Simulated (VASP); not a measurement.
# TiSn (Fm-3m) in VASP: a series of runs, part 2 of 2

VASP 6.6.1. The steps go on from the part before.

## Step 3: Single point, PBE+D3(BJ)

This run uses another cell than the first one, of 21.06 Å³/atom.

INCAR

```
SYSTEM = TiSn
ALGO     = Normal         ! electronic algorithm
EDIFF    = 1E-6           ! SCF threshold, eV
ENCUT    = 520            ! plane-wave cutoff, eV
GGA      = PE             ! functional
ISIF     = 2              ! what is computed and relaxed
ISMEAR   = -1             ! smearing method
IVDW     = 12             ! dispersion correction
LASPH    = .TRUE.         ! aspherical terms in the spheres
LCHARG   = .FALSE.        ! write CHGCAR
LREAL    = .FALSE.        ! projectors in reciprocal space
LWAVE    = .FALSE.        ! write WAVECAR
NBANDS   = 20             ! bands
NELM     = 80             ! most SCF steps
PREC     = Accurate       ! precision mode
SIGMA    = 0.05           ! smearing width, eV
```

KPOINTS

```
k-points
0
G
  8 8 8
  0 0 0
```

POSCAR

```
TiSn
1.0
    0.0000000000      2.7616913036      2.7616913036
    2.7616913036      0.0000000000      2.7616913036
    2.7616913036      2.7616913036      0.0000000000
Ti Sn
1 1
Direct
    0.0000000000      0.0000000000      0.0000000000
    0.5000000000      0.5000000000      0.5000000000
```

Potentials or basis: VASP PAW PBE potentials, release 64 (Ti_sv, Sn_d).

Run with:

```console
> cat potpaw_PBE.64/Ti_sv/POTCAR potpaw_PBE.64/Sn_d/POTCAR > POTCAR
> mpirun -np 1 vasp_std > vasp.out
```

OUTCAR:

```text
SYSTEM = TiSn
   EDIFF = 1E-6
   ENCUT = 520
   GGA = PE
   ISIF = 2
   ISMEAR = -1
   IVDW = 12
   LASPH = .TRUE.
   LREAL = .FALSE.
   NELM = 80
   PREC = Accurate
 IVDW          = 12

 ion  position               nearest neighbor table
   1  0.000  0.000  0.000-   2 2.76   2 2.76   2 2.76   2 2.76   2 2.76   2 2.76
   2  0.500  0.500  0.500-   1 2.76   1 2.76   1 2.76   1 2.76   1 2.76   1 2.76

  LATTYP: Found a face centered cubic cell.
 ALAT       =     5.5233826072

  Lattice vectors:

 A1 = (   0.0000000000,   2.7616913036,   2.7616913036)
 A2 = (   2.7616913036,   0.0000000000,   2.7616913036)
 A3 = (   2.7616913036,   2.7616913036,   0.0000000000)

Analysis of symmetry for initial positions (statically):
=====================================================================
 Subroutine PRICEL returns:
 Original cell was already a primitive cell.

 Routine SETGRP: Setting up the symmetry group for a
 face centered cubic supercell.

 Subroutine GETGRP returns: Found 48 space group operations
 (whereof 48 operations were pure point group operations)
 out of a pool of 48 trial point group operations.

The static configuration has the point symmetry O_h .

Analysis of symmetry for dynamics (positions and initial velocities):
=====================================================================
 Subroutine PRICEL returns:
 Original cell was already a primitive cell.

 Routine SETGRP: Setting up the symmetry group for a
 face centered cubic supercell.

 Subroutine GETGRP returns: Found 48 space group operations
 (whereof 48 operations were pure point group operations)
 out of a pool of 48 trial point group operations.

The dynamic configuration has the point symmetry O_h .

 Subroutine INISYM returns: Found 48 space group operations
 (whereof 48 operations are pure point group operations),
 and found     1 'primitive' translations

[... 108 lines left out ...]
   EFERMI =   0.00;   METHOD = LEGACY
   ISMEAR =    -1;   SIGMA  =   0.05  broadening in eV -4-tet -1-fermi 0-gaus
   EFERMI_NEDOS =   21; number of points for ismear=-14 and -15
   IALGO  =     38    algorithm
   IMIX   =      4    mixing-type and parameters
     AMIX     =   0.40;   BMIX     =  1.00
     AMIX_MAG =   1.60;   BMIX_MAG =  1.00
  volume/ion in A,a.u.               =      21.06       142.14
  Fermi-wavevector in a.u.,A,eV,Ry     =   1.393844  2.633983 26.433411  1.942801
  Thomas-Fermi vector in A             =   2.517451
   LORBIT       =      0    0 simple, 1 ext, 2 COOP (PROOUT), +10 PAW based schemes
   GGA     = PE    functional components
   LHFCALC =     F    Hartree Fock is set to
   AEXX    =    0.0000 exact exchange contribution
   IVDW    =    12    specifies the selected vdW correction
   LEPSILON=     F    determine dielectric tensor
   LRPA    =     F    only Hartree local field effects (RPA)
 non-spin polarized calculation
  energy-cutoff  :      520.00
  volume of cell :       42.13
 maximum number of plane-waves:      1158
 NGX is ok and might be reduce to    30
   NGX = 15   NGY = 15   NGZ = 15

 number of electron      25.9999997 magnetization

 Free energy of the ion-electron system (eV)
  ---------------------------------------------------
  ext. energy  EPLUGINS =         0.00000000
  ---------------------------------------------------
  free energy    TOTEN  =       -11.78548697 eV

  energy without entropy =      -11.77843526  energy(sigma->0) =      -11.78196111

 E-fermi :   8.6739     XC(G=0): -11.0251

 val. band max:        8.6507184489   @ k =   0.3750   0.3750   0.0000
 cond. band min:       8.7770456287   @ k =   0.0000   0.0000   0.0000
 fundamental gap:      0.1263271798
 Fermi energy:         8.6739141919

 k-point     1 :       0.0000    0.0000    0.0000
  band No.  band energies     occupation
      1     -48.5629      2.00000
      2     -24.8335      2.00000
      3     -24.8335      2.00000
      4     -24.8335      2.00000
      5     -12.2403      2.00000
      6     -12.2403      2.00000
[... 541 lines left out ...]
     19      15.8169      0.00000
     20      17.1370      0.00000

 [... further k-points ...]

------------------------ aborting loop because EDIFF is reached ----------------------------------------

 Edisp (eV)   -0.99783

 E8    (eV) :    -0.4784

  FORCE on cell =-STRESS in cart. coord.  units (eV):
  Direction    XX          YY          ZZ          XY          YZ          ZX
  --------------------------------------------------------------------------------------
  -------------------------------------------------------------------------------------
  Total       0.02640     0.02640     0.02640     0.00000     0.00000     0.00000
  in kB       1.00391     1.00391     1.00391     0.00000     0.00000     0.00000
  external pressure =        1.00 kB  Pullay stress =        0.00 kB

 VOLUME and BASIS-vectors are now :
 -----------------------------------------------------------------------------
  energy-cutoff  :      520.00
  volume of cell :       42.13
      direct lattice vectors                 reciprocal lattice vectors
     0.000000000  2.761691304  2.761691304    -0.181048475  0.181048475  0.181048475
     2.761691304  0.000000000  2.761691304     0.181048475 -0.181048475  0.181048475
     2.761691304  2.761691304  0.000000000     0.181048475  0.181048475 -0.181048475

 POSITION                                       TOTAL-FORCE (eV/Angst)
 -----------------------------------------------------------------------------------
      0.00000      0.00000      0.00000        -0.000000      0.000000     -0.000000
      2.76169      2.76169      2.76169         0.000000     -0.000000      0.000000
 -----------------------------------------------------------------------------------
    total drift:                                0.000000      0.000000      0.000000

  FREE ENERGIE OF THE ION-ELECTRON SYSTEM (eV)
  ---------------------------------------------------
  free  energy   TOTEN  =       -12.7833138270 eV

  energy  without entropy=      -12.7762621173  energy(sigma->0) =      -12.77978797
```

OSZICAR:

```text
N       E                     dE             d eps       ncg     rms          rms(c)
DAV:   1     0.236043832325E+03    0.23604E+03   -0.13458E+04  1168   0.192E+03
DAV:   2     0.848269819485E+01   -0.22756E+03   -0.22304E+03  1164   0.461E+02
DAV:   3    -0.126820292480E+02   -0.21165E+02   -0.20845E+02  1428   0.131E+02
DAV:   4    -0.137644730883E+02   -0.10824E+01   -0.10757E+01  1704   0.259E+01
DAV:   5    -0.137826059940E+02   -0.18133E-01   -0.18132E-01  1448   0.305E+00    0.101E+01
DAV:   6    -0.121278404568E+02    0.16548E+01   -0.10094E+01  1244   0.280E+01    0.473E+00
DAV:   7    -0.118027173397E+02    0.32512E+00   -0.26568E+00  1272   0.156E+01    0.240E+00
DAV:   8    -0.118064129136E+02   -0.36956E-02   -0.29865E-01  1316   0.549E+00    0.118E+00
DAV:   9    -0.117849546208E+02    0.21458E-01   -0.98791E-02  1276   0.300E+00    0.263E-01
DAV:  10    -0.117855302839E+02   -0.57566E-03   -0.51075E-03  1500   0.784E-01    0.958E-02
DAV:  11    -0.117855090968E+02    0.21187E-04   -0.22232E-04  1524   0.128E-01    0.563E-02
DAV:  12    -0.117854862036E+02    0.22893E-04   -0.52032E-05  1472   0.472E-02    0.800E-03
DAV:  13    -0.117854869653E+02   -0.76173E-06   -0.18755E-06  1096   0.111E-02
   1 F= -.12783314E+02 E0= -.12779788E+02  d E =-.705171E-02
```

stdout:

```text
POSCAR found type information on POSCAR TiSn
 POSCAR found :  2 types and       2 ions
 scaLAPACK will be used
 LDA part: xc-table for (Slater+PW92), standard interpolation
 POSCAR, INCAR and KPOINTS ok, starting setup
 FFT: planning ... GRIDC
 FFT: planning ... GRID_SOFT
 FFT: planning ... GRID
 WAVECAR not read
 entering main loop
```

Run time: 17 s. Hardware: 1 thread of Intel Xeon Platinum 8559C (Emerald Rapids), shared host; peak memory 0.19 GiB.

Results:

```
Free energy                : -12.7833 eV
Pressure                   : 0.1 GPa
Band gap on the k mesh     : zero (bands 13 and 14 overlap by 0.38 eV)
Dispersion energy per atom : -0.499 eV
```

Levels at points of the mesh, in eV from the Fermi level:
```csv
k point,band 10,band 11,band 12,band 13,band 14,band 15,band 16,band 17
"(0.00, 0.00, 0.00)",-9.89,0.10,0.10,0.10,0.49,0.49,3.51,3.51
"(0.50, 0.00, 0.00)",-7.11,-4.77,-1.51,-1.51,1.03,1.03,1.53,5.49
"(0.50, 0.50, 0.00)",-7.04,-3.48,-1.05,0.22,0.22,0.93,1.38,1.38
```

Caveat: spin-orbit coupling is left out, which moves the levels of the heavy elements.

## Step 4: Single point, PBE+D3(BJ)

This run uses another cell than the first one, of 21.19 Å³/atom.

INCAR

```
SYSTEM = TiSn
PREC = Accurate
ENCUT = 520
EDIFF = 1E-6
ISMEAR = -1
SIGMA = 0.05
LREAL = .FALSE.
LASPH = .TRUE.
NELM = 60
ALGO = Normal
ISIF = 2
LWAVE = .FALSE.
LCHARG = .FALSE.
GGA = PE
IVDW = 12
NBANDS = 20
```

KPOINTS

```
Automatic mesh
0
G
  8 8 8
  0 0 0
```

POSCAR

```
TiSn
1.0
    0.0000000000      2.7672068297      2.7672068297
    2.7672068297      0.0000000000      2.7672068297
    2.7672068297      2.7672068297      0.0000000000
Ti Sn
1 1
Direct
    0.0000000000      0.0000000000      0.0000000000
    0.5000000000      0.5000000000      0.5000000000
```

Potentials or basis: VASP PAW PBE potentials, release 64 (Ti_sv, Sn_d).

Run with:

```console
> cat potpaw_PBE.64/Ti_sv/POTCAR potpaw_PBE.64/Sn_d/POTCAR > POTCAR
> mpirun -np 1 vasp_std > vasp.out
```

OUTCAR:

```text
SYSTEM = TiSn
   PREC = Accurate
   ENCUT = 520
   EDIFF = 1E-6
   ISMEAR = -1
   LREAL = .FALSE.
   LASPH = .TRUE.
   NELM = 60
   ISIF = 2
   GGA = PE
   IVDW = 12
 IVDW          = 12

 ion  position               nearest neighbor table
   1  0.000  0.000  0.000-   2 2.77   2 2.77   2 2.77   2 2.77   2 2.77   2 2.77
   2  0.500  0.500  0.500-   1 2.77   1 2.77   1 2.77   1 2.77   1 2.77   1 2.77

  LATTYP: Found a face centered cubic cell.
 ALAT       =     5.5344136594

  Lattice vectors:

 A1 = (   0.0000000000,   2.7672068297,   2.7672068297)
 A2 = (   2.7672068297,   0.0000000000,   2.7672068297)
 A3 = (   2.7672068297,   2.7672068297,   0.0000000000)

Analysis of symmetry for initial positions (statically):
=====================================================================
 Subroutine PRICEL returns:
 Original cell was already a primitive cell.

 Routine SETGRP: Setting up the symmetry group for a
 face centered cubic supercell.

 Subroutine GETGRP returns: Found 48 space group operations
 (whereof 48 operations were pure point group operations)
[... 160 lines left out ...]
  free energy    TOTEN  =       -11.79115283 eV

  energy without entropy =      -11.78404447  energy(sigma->0) =      -11.78759865

 E-fermi :   8.6034     XC(G=0): -10.9962

 val. band max:        8.5792785305   @ k =   0.1250   0.1250   0.0000
 cond. band min:       8.7073854879   @ k =   0.0000   0.0000   0.0000
 fundamental gap:      0.1281069574
 Fermi energy:         8.6034428689

 k-point     1 :       0.0000    0.0000    0.0000
  band No.  band energies     occupation
      1     -48.6453      2.00000
      2     -24.9147      2.00000
      3     -24.9147      2.00000
      4     -24.9147      2.00000
      5     -12.3052      2.00000
      6     -12.3052      2.00000
[... 541 lines left out ...]
     19      15.7134      0.00000
     20      17.0184      0.00000

 [... further k-points ...]

------------------------ aborting loop because EDIFF is reached ----------------------------------------

 Edisp (eV)   -0.99187

 E8    (eV) :    -0.4756

  FORCE on cell =-STRESS in cart. coord.  units (eV):
  Direction    XX          YY          ZZ          XY          YZ          ZX
  --------------------------------------------------------------------------------------
  -------------------------------------------------------------------------------------
  Total      -0.11688    -0.11688    -0.11688     0.00000     0.00000    -0.00000
  in kB      -4.41875    -4.41875    -4.41875     0.00000     0.00000    -0.00000
  external pressure =       -4.42 kB  Pullay stress =        0.00 kB

 VOLUME and BASIS-vectors are now :
 -----------------------------------------------------------------------------
  energy-cutoff  :      520.00
  volume of cell :       42.38
      direct lattice vectors                 reciprocal lattice vectors
     0.000000000  2.767206830  2.767206830    -0.180687614  0.180687614  0.180687614
     2.767206830  0.000000000  2.767206830     0.180687614 -0.180687614  0.180687614
     2.767206830  2.767206830  0.000000000     0.180687614  0.180687614 -0.180687614

 POSITION                                       TOTAL-FORCE (eV/Angst)
 -----------------------------------------------------------------------------------
      0.00000      0.00000      0.00000         0.000000     -0.000000      0.000000
      2.76721      2.76721      2.76721        -0.000000      0.000000     -0.000000
 -----------------------------------------------------------------------------------
    total drift:                                0.000000      0.000000      0.000000

  FREE ENERGIE OF THE ION-ELECTRON SYSTEM (eV)
  ---------------------------------------------------
  free  energy   TOTEN  =       -12.7830274850 eV

  energy  without entropy=      -12.7759191305  energy(sigma->0) =      -12.77947331
```

OSZICAR:

```text
N       E                     dE             d eps       ncg     rms          rms(c)
DAV:   1     0.239588305190E+03    0.23959E+03   -0.13634E+04  1188   0.190E+03
DAV:   2     0.896732652465E+01   -0.23062E+03   -0.22585E+03  1164   0.462E+02
DAV:   3    -0.127248505379E+02   -0.21692E+02   -0.21393E+02  1388   0.133E+02
DAV:   4    -0.137855516989E+02   -0.10607E+01   -0.10540E+01  1692   0.261E+01
DAV:   5    -0.138050309603E+02   -0.19479E-01   -0.19478E-01  1416   0.325E+00    0.101E+01
DAV:   6    -0.121451497102E+02    0.16599E+01   -0.10255E+01  1248   0.281E+01    0.480E+00
DAV:   7    -0.118090715735E+02    0.33608E+00   -0.27100E+00  1288   0.157E+01    0.238E+00
DAV:   8    -0.118129074650E+02   -0.38359E-02   -0.30632E-01  1300   0.553E+00    0.119E+00
DAV:   9    -0.117906088185E+02    0.22299E-01   -0.10114E-01  1264   0.302E+00    0.263E-01
DAV:  10    -0.117911935979E+02   -0.58478E-03   -0.51434E-03  1520   0.785E-01    0.976E-02
DAV:  11    -0.117911781211E+02    0.15477E-04   -0.21761E-04  1528   0.123E-01    0.588E-02
DAV:  12    -0.117911519321E+02    0.26189E-04   -0.61046E-05  1444   0.516E-02    0.697E-03
DAV:  13    -0.117911528255E+02   -0.89349E-06   -0.24552E-06  1100   0.125E-02
   1 F= -.12783027E+02 E0= -.12779473E+02  d E =-.710835E-02
```

Run time: 16 s. Hardware: 1 thread of Intel Xeon Platinum 8559C (Emerald Rapids), shared host; peak memory 0.19 GiB.

Results:

| Property | Result |
| --- | --- |
| Free energy | -12.7830 eV |
| Pressure | -0.4 GPa |
| Band gap on the k mesh | zero (bands 13 and 14 overlap by 0.37 eV) |
| Dispersion energy per atom | -0.496 eV |

Levels at points of the mesh, in eV from the Fermi level:
```tsv
k point	band 11	band 12	band 13	band 14	band 15	band 16
(0.00, 0.00, 0.00)	0.10	0.10	0.10	0.49	0.49	3.49
(0.50, 0.00, 0.00)	-4.74	-1.50	-1.50	1.02	1.02	1.51
(0.50, 0.50, 0.00)	-3.47	-1.04	0.21	0.21	0.92	1.36
```

Caveat: three body term missing; spin-orbit coupling is left out, which moves the levels of the heavy elements.

## Step 5: Single point, PBE+D4

This run uses another cell than the first one, of 21.36 Å³/atom.

INCAR

```
SYSTEM = TiSn
PREC = Accurate ; ENCUT = 520
EDIFF = 1E-7 ; ISMEAR = -1
SIGMA = 0.05 ; LREAL = .FALSE.
LASPH = .TRUE. ; NELM = 100
ALGO = Normal ; ISIF = 2
LWAVE = .FALSE. ; LCHARG = .TRUE.
GGA = PE ; IVDW = 13
LELF = .TRUE. ; LVHAR = .TRUE.
NBANDS = 20
```

KPOINTS

```
regular mesh
0
G
  8 8 8
  0 0 0
```

POSCAR

```
TiSn
1.0
    0.0000000000      2.7744980751      2.7744980751
    2.7744980751      0.0000000000      2.7744980751
    2.7744980751      2.7744980751      0.0000000000
Ti Sn
1 1
Direct
    0.0000000000      0.0000000000      0.0000000000
    0.5000000000      0.5000000000      0.5000000000
```

Run with:

```console
> cat potpaw_PBE.64/Ti_sv/POTCAR potpaw_PBE.64/Sn_d/POTCAR > POTCAR
> mpirun -np 1 vasp_std > vasp.out
```

Run time: 20 s. Hardware: 1 thread of Intel Xeon Platinum 8559C (Emerald Rapids), shared host; peak memory 0.17 GiB.

Results (log left out):

| Quantity | Value |
| --- | --- |
| Free energy | -12.4769 eV |
| Pressure | 0.0 GPa |
| Band gap on the k mesh | zero (bands 13 and 14 overlap by 0.37 eV) |
| Dispersion energy per atom | -0.340 eV |

Levels at points of the mesh, in eV from the Fermi level:
| k point | band 11 | band 12 | band 13 | band 14 | band 15 | band 16 |
| --- | --- | --- | --- | --- | --- | --- |
| (0.00, 0.00, 0.00) | 0.10 | 0.10 | 0.11 | 0.48 | 0.48 | 3.45 |
| (0.50, 0.00, 0.00) | -4.71 | -1.49 | -1.49 | 1.01 | 1.01 | 1.50 |
| (0.50, 0.50, 0.00) | -3.44 | -1.02 | 0.21 | 0.21 | 0.90 | 1.35 |

Caveat: spin-orbit coupling is left out, which moves the levels of the heavy elements.

## Step 6: Summary

```tsv
level	cell	k mesh	grid for exact exchange (PRECFOCK)	share of exact exchange	gap on the mesh (eV)	pressure (GPa)
B3LYP	a = 3.961 Å, angles 60.0°, 2 atoms	4 × 4 × 4	Normal	0.2	none	0.6
PBE+D3(BJ)	a = 3.906 Å, angles 60.0°, 2 atoms	8 × 8 × 8	-	-	none	0.1
PBE+D3(BJ)	a = 3.913 Å, angles 60.0°, 2 atoms	8 × 8 × 8	-	-	none	-0.4
PBE+D4	a = 3.924 Å, angles 60.0°, 2 atoms	8 × 8 × 8	-	-	none	0.0
```

Alike in all rows: task single point; potentials or basis VASP PAW PBE potentials, release 64 (Ti_sv, Sn_d); no spin polarisation; cutoff (eV) 520; smearing fermi-dirac 0.05 eV.

Caveats: some runs use coarse meshes; spin-orbit coupling is left out, which moves the levels of the heavy elements; the PAW data sets were made with another functional, which shifts forces and pressure a little (at least some runs); three body term missing (at least some runs).

Absolute energies hang on the potentials; compare differences alone.
